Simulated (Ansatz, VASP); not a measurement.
**Re in VASP and in Ansatz**

Contents of INCAR:

```
SYSTEM = Re
PREC     = Accurate       ! precision mode
ENCUT    = 520            ! plane-wave cutoff, eV
EDIFF    = 1E-6           ! SCF threshold, eV
ISMEAR   = -1             ! smearing method
SIGMA    = 0.1            ! smearing width, eV
LREAL    = .False.        ! projectors in reciprocal space
LASPH    = .True.         ! aspherical terms in the spheres
NELM     = 100            ! most SCF steps
ALGO     = Normal         ! electronic algorithm
ISIF     = 2              ! what is computed and relaxed
LWAVE    = .False.        ! write WAVECAR
LCHARG   = .False.        ! write CHGCAR
GGA      = PE             ! functional
NBANDS   = 18             ! bands
```

File KPOINTS:

```
regular mesh
0
Gamma
  9 9 13
  0 0 0
```

File POSCAR:

```
Re
1.0
    4.4941342176      0.0000000000      0.0000000000
   -2.2470671088      3.8920344005      0.0000000000
    0.0000000000      0.0000000000      2.8156454143
Re
3
Direct
    0.0000000000      0.0000000000      1.0000000000
    0.3333333333      0.6666666667      0.5000000000
    0.6666666667      0.3333333333      0.5000000000
```

Input for Ansatz:

```yaml
crystal:
  lattice:
    - [4.4941342176, 0.0, 0.0]
    - [-2.2470671088, 3.8920344005, 0.0]
    - [0.0, 0.0, 2.8156454143]
  atoms:
    - { symbol: Re, position: [0.0, 0.0, 1.0] }
    - { symbol: Re, position: [0.3333333333, 0.6666666667, 0.5] }
    - { symbol: Re, position: [0.6666666667, 0.3333333333, 0.5] }
hamiltonian:
  xc: pbe
  pseudopotentials:
    kind: paw
    azcp:
      Re: "pseudopotentials/Re.paw.azcp"
basis:
  ecutwfc: 420
  fft_grid_basis: typed
kpoints:
  mp_grid: { grid: [9, 9, 13], shift: [0, 0, 0] }
magnetization:
  spin_polarized: false
scf:
  occupations: { method: fermi_dirac, width: 0.1 }
  lower_state_search: "off"
output:
  stress: true
```

Alike in both runs: task single point; functional PBE; k mesh 9 × 9 × 13; occupations fermi-dirac, width 0.1 eV; no spin polarisation.

|  | VASP | Ansatz |
| --- | --- | --- |
| version | VASP 6.6.1 | Ansatz 0.2.0 |
| potentials or method | VASP PAW PBE potentials, release 64 (Re), cutoff 520 eV | plane waves (420 eV) with PAW, scalar-relativistic |
| valence electrons in the cell | 21 | 45 |

```tsv
	VASP	Ansatz	Ansatz less VASP
pressure (GPa)	-23.4	-22.5	+0.97
traceless stress, the component that is largest in VASP (GPa)	1.68	1.26	-0.422
```

VASP's potentials hold 21 valence electrons a cell and Ansatz's 45, so a difference there can come from the potentials and not from the codes.

Neither program's run includes spin-orbit coupling.
